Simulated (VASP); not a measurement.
# HfC (Fm-3m) in VASP: a series of runs, part 2 of 2

VASP 6.6.1.

## (3) Electric field gradients, PBE+D4, collinear spin, ferromagnetic start (volume scaled by 0.92)

INCAR

```
SYSTEM = HfC
  ALGO = Normal
  EDIFF = 1E-8
  ENCUT = 520
  GGA = PE
  ISIF = 2
  ISMEAR = -5
  ISPIN = 2
  IVDW = 13
  LASPH = .True.
  LCHARG = .False.
  LEFG = .True.
  LMAXMIX = 4
  LORBIT = 11
  LREAL = .False.
  LWAVE = .False.
  MAGMOM = -0.19 0
  NBANDS = 18
  NELM = 150
  PREC = Accurate
  SIGMA = 0.05
```

KPOINTS

```
k-points
0
Gamma
  10 10 10
  0 0 0
```

POSCAR

```
HfC
1.0
    0.0000000000      2.2612690210      2.2612690210
    2.2612690210      0.0000000000      2.2612690210
    2.2612690210      2.2612690210      0.0000000000
Hf C
1 1
Direct
    0.5000000000      0.5000000000      0.5000000000
    0.0000000000      0.0000000000      0.0000000000
```

Potentials or basis: VASP PAW PBE potentials, release 64 (Hf_pv, C).

Launch:

```
$ cat potpaw_PBE.64/Hf_pv/POTCAR potpaw_PBE.64/C/POTCAR > POTCAR
$ mpirun -np 1 vasp_std > vasp.out
```

OUTCAR:

```text
SYSTEM = HfC
   EDIFF = 1E-8
   ENCUT = 520
   GGA = PE
   ISIF = 2
   ISMEAR = -5
   ISPIN = 2
   IVDW = 13
   LASPH = .True.
   LORBIT = 11
   LREAL = .False.
   NELM = 150
   PREC = Accurate

 ion  position               nearest neighbor table
   1  0.500  0.500  0.500-   2 2.26   2 2.26   2 2.26   2 2.26   2 2.26   2 2.26
   2  0.000  0.000  0.000-   1 2.26   1 2.26   1 2.26   1 2.26   1 2.26   1 2.26

  LATTYP: Found a face centered cubic cell.
 ALAT       =     4.5225380420

  Lattice vectors:

 A1 = (   0.0000000000,   2.2612690210,   2.2612690210)
 A2 = (   2.2612690210,   0.0000000000,   2.2612690210)
 A3 = (   2.2612690210,   2.2612690210,   0.0000000000)

Analysis of symmetry for initial positions (statically):
=====================================================================
 Subroutine PRICEL returns:
 Original cell was already a primitive cell.

 Routine SETGRP: Setting up the symmetry group for a
 face centered cubic supercell.

 Subroutine GETGRP returns: Found 48 space group operations
 (whereof 48 operations were pure point group operations)
 out of a pool of 48 trial point group operations.

The static configuration has the point symmetry O_h .

Analysis of symmetry for dynamics (positions and initial velocities):
=====================================================================
 Subroutine PRICEL returns:
 Original cell was already a primitive cell.

 Routine SETGRP: Setting up the symmetry group for a
 face centered cubic supercell.

 Subroutine GETGRP returns: Found 48 space group operations
 (whereof 48 operations were pure point group operations)
 out of a pool of 48 trial point group operations.

The dynamic configuration has the point symmetry O_h .

Analysis of structural, dynamic, and magnetic symmetry:
=====================================================================
 Subroutine PRICEL returns:
 Original cell was already a primitive cell.

 Routine SETGRP: Setting up the symmetry group for a
 face centered cubic supercell.

 Subroutine GETGRP returns: Found 48 space group operations
 (whereof 48 operations were pure point group operations)
 out of a pool of 48 trial point group operations.

The overall configuration has the point symmetry O_h .

 Subroutine INISYM returns: Found 48 space group operations
 (whereof 48 operations are pure point group operations),
 and found     1 'primitive' translations

----------------------------------------------------------------------------------------

                                     Primitive cell

  volume of cell :      23.1253

  direct lattice vectors                    reciprocal lattice vectors
     0.000000000  2.261269021  2.261269021    -0.221114779  0.221114779  0.221114779
     2.261269021  0.000000000  2.261269021     0.221114779 -0.221114779  0.221114779
     2.261269021  2.261269021  0.000000000     0.221114779  0.221114779 -0.221114779

  length of vectors
     3.197917318  3.197917318  3.197917318     0.382982032  0.382982032  0.382982032

  position of ions in fractional coordinates (direct lattice)
     0.500000000  0.500000000  0.500000000
     0.000000000  0.000000000  0.000000000

  ion indices of the primitive-cell ions
   primitive index   ion index
                 1           1
                 2           2

[... 110 lines left out ...]

 number of electron      13.9999999 magnetization       0.0000224

 number of electron      13.9999999 magnetization      -0.0000053

 Free energy of the ion-electron system (eV)
  ---------------------------------------------------
  ext. energy  EPLUGINS =         0.00000000
  ---------------------------------------------------
  free energy    TOTEN  =       -20.91001354 eV

  energy without entropy =      -20.91001354  energy(sigma->0) =      -20.91001354

 E-fermi :   6.6573     XC(G=0): -12.7025

 val. band max:        6.7456271345   @ k =   0.1000   0.1000   0.0000
 cond. band min:       6.4456293491   @ k =   0.2000   0.2000   0.0000
 fundamental gap:     -0.2999977855
 Fermi energy:         6.6573119942

 spin component 1

 k-point     1 :       0.0000    0.0000    0.0000
  band No.  band energies     occupation
      1     -22.5521      1.00000
      2     -22.5521      1.00000
      3     -22.5521      1.00000
      4      -6.1156      1.00000
      5       7.6625      0.16552
      6       7.6625     -0.56590
[... 493 lines left out ...]
     17      24.5234      0.00000
     18      27.2553      0.00000

 [... further k-points ...]

 spin component 2

 k-point     1 :       0.0000    0.0000    0.0000
  band No.  band energies     occupation
      1     -22.5521      1.00000
      2     -22.5521      1.00000
      3     -22.5521      1.00000
      4      -6.1156      1.00000
      5       7.6625      0.16552
      6       7.6625     -0.56591
[... 493 lines left out ...]
     17      24.5234      0.00000
     18      27.2553      0.00000

 [... further k-points ...]

------------------------ aborting loop because EDIFF is reached ----------------------------------------

  DFT-D4 for vdW energy calculation

  Edisp (eV):   -0.54818

  FORCE on cell =-STRESS in cart. coord.  units (eV):
  Direction    XX          YY          ZZ          XY          YZ          ZX
  --------------------------------------------------------------------------------------
  -------------------------------------------------------------------------------------
  Total       2.71199     2.71199     2.71199     0.00000     0.00000    -0.00000
  in kB     187.89326   187.89326   187.89326     0.00000     0.00000    -0.00000
  external pressure =      187.89 kB  Pullay stress =        0.00 kB

 VOLUME and BASIS-vectors are now :
 -----------------------------------------------------------------------------
  energy-cutoff  :      520.00
  volume of cell :       23.13
      direct lattice vectors                 reciprocal lattice vectors
     0.000000000  2.261269021  2.261269021    -0.221114779  0.221114779  0.221114779
     2.261269021  0.000000000  2.261269021     0.221114779 -0.221114779  0.221114779
     2.261269021  2.261269021  0.000000000     0.221114779  0.221114779 -0.221114779

 POSITION                                       TOTAL-FORCE (eV/Angst)
 -----------------------------------------------------------------------------------
      2.26127      2.26127      2.26127        -0.000000      0.000000      0.000000
      0.00000      0.00000      0.00000         0.000000     -0.000000     -0.000000
 -----------------------------------------------------------------------------------
    total drift:                                0.000000     -0.000000      0.000000

  FREE ENERGIE OF THE ION-ELECTRON SYSTEM (eV)
  ---------------------------------------------------
  free  energy   TOTEN  =       -21.4581905012 eV

  energy  without entropy=      -21.4581905012  energy(sigma->0) =      -21.45819050

 Electric field gradients (V/A^2)
---------------------------------------------------------------------
 ion       V_xx      V_yy      V_zz      V_xy      V_xz      V_yz
---------------------------------------------------------------------
   1       0.000    -0.000    -0.000    -0.000    -0.000    -0.000
   2      -0.000    -0.000     0.000     0.000     0.000     0.000
---------------------------------------------------------------------

 Electric field gradients after diagonalization (V/A^2)
 (convention: |V_zz| > |V_xx| > |V_yy|)
----------------------------------------------------------------------
 ion       V_xx      V_yy      V_zz     asymmetry (V_yy - V_xx)/ V_zz
----------------------------------------------------------------------
   1       0.000     0.000    -0.001       0.000
   2      -0.000    -0.000     0.001       0.000
----------------------------------------------------------------------

           NMR quadrupolar parameters

 Cq : quadrupolar parameter    Cq=e*Q*V_zz/h
 eta: asymmetry parameters     (V_yy - V_xx)/ V_zz
 Q  : nuclear electric quadrupole moment in mb (millibarn)
----------------------------------------------------------------------
 ion       Cq(MHz)       eta       Q (mb)
----------------------------------------------------------------------
   1      -0.000       0.000       1.000
   2       0.000       0.000       1.000
----------------------------------------------------------------------

 total charge

# of ion       s       p       d       tot
------------------------------------------
    1        0.335   6.723   1.812   8.869
    2        0.886   1.565   0.000   2.451
--------------------------------------------------
tot          1.221   8.288   1.812  11.321

 magnetization (x)

# of ion       s       p       d       tot
------------------------------------------
    1        0.000   0.000  -0.000  -0.000
    2        0.000   0.000   0.000   0.000
--------------------------------------------------
tot          0.000   0.000  -0.000   0.000
```

OSZICAR:

```text
N       E                     dE             d eps       ncg     rms          rms(c)
DAV:   1     0.300326383150E+02    0.30033E+02   -0.70016E+03  3400   0.741E+02
DAV:   2    -0.224712712724E+02   -0.52504E+02   -0.49791E+02  4416   0.189E+02
DAV:   3    -0.240005037516E+02   -0.15292E+01   -0.15184E+01  3870   0.227E+01
DAV:   4    -0.240050760165E+02   -0.45723E-02   -0.45703E-02  4046   0.146E+00
DAV:   5    -0.240050863146E+02   -0.10298E-04   -0.10298E-04  3736   0.685E-02    0.665E+01
DAV:   6    -0.209543715223E+02    0.30507E+01   -0.10345E+01  3544   0.142E+01    0.467E+01
DAV:   7    -0.209214937428E+02    0.32878E-01   -0.43806E-01  3588   0.404E+00    0.250E+01
DAV:   8    -0.209131871449E+02    0.83066E-02   -0.32531E-02  3644   0.131E+00    0.450E+00
DAV:   9    -0.209106587331E+02    0.25284E-02   -0.70105E-03  3616   0.458E-01    0.130E+00
DAV:  10    -0.209101056017E+02    0.55313E-03   -0.38937E-04  3738   0.130E-01    0.932E-01
DAV:  11    -0.209100224596E+02    0.83142E-04   -0.12681E-04  3602   0.739E-02    0.657E-02
DAV:  12    -0.209100153513E+02    0.71083E-05   -0.10264E-05  3710   0.208E-02    0.160E-02
DAV:  13    -0.209100146829E+02    0.66838E-06   -0.47057E-07  3806   0.519E-03    0.107E-02
DAV:  14    -0.209100139375E+02    0.74546E-06   -0.21920E-07  3700   0.331E-03    0.712E-03
DAV:  15    -0.209100135602E+02    0.37727E-06   -0.24127E-08  3192   0.108E-03    0.519E-04
DAV:  16    -0.209100135395E+02    0.20684E-07   -0.30182E-09  1876   0.380E-04    0.618E-04
DAV:  17    -0.209100135430E+02   -0.35170E-08   -0.47282E-10  1854   0.167E-04
   1 F= -.21458191E+02 E0= -.21458191E+02  d E =0.000000E+00  mag=     0.0000
```

It took 16 s on 1 thread of Intel Xeon 6975P-C (Granite Rapids), shared host; peak memory 0.16 GiB.

What came out:

| Property | Result |
| --- | --- |
| Free energy | -21.4582 eV |
| Pressure | 18.8 GPa |
| Band gap on the k mesh | zero (filled and empty bands overlap) |
| Net moment | 0.00 μB per cell |
| Valence electrons inside the program's atomic spheres | Hf 8.87; C 2.45 |
| Dispersion energy per atom | -0.274 eV |

Caveat: without QUAD_EFG the Cq values of the log hold for a quadrupole moment of 1 mb, not for the nuclei; spin-orbit coupling is left out, which moves the levels of the heavy elements; pairwise dispersion overbinds metals, which lowers pressure and volume; tetrahedron occupations give inexact forces and stress in metals.
